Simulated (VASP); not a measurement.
The system is MnO.

```
Mn O
1.0
     0.00000    2.22200    2.22200
     2.22200    0.00000    2.22200
     2.22200    2.22200    0.00000
Mn O
1 1
Direct
  0.00000 0.00000 0.00000
  0.50000 0.50000 0.50000
```

Base run:

* Program: VASP 6.6.1
* Functional: PBE
* Potentials or basis: VASP PAW PBE potentials, release 64 (Mn_pv, O)
* Cutoff: 520 eV
* k mesh: 10 × 10 × 10
* Occupations: fermi-dirac, width 0.05 eV
* Spin: collinear spin, ferromagnetic start
* Starting moments: [4.0, 0.0] μB

Its results: pressure 0.6 GPa; net moment 4.79 μB per cell; site moments Mn +4.34; O +0.20 μB.

Task: After a change of settings the same cell gave: pressure -0.9 GPa; net moment 4.72 μB per cell; site moments Mn +4.30; O +0.19 μB. Which change was it?
A. k mesh from 10 × 10 × 10 to 6 × 6 × 6
B. moments at the start from [4.0, 0.0] to [5.0, 0.0]
C. occupations from fermi-dirac, width 0.05 eV to gaussian, width 0.011 eV

Result: A.

Caveats: some runs use coarse meshes; a cell with one magnetic atom can't hold antiferromagnetic order, which such compounds often take.
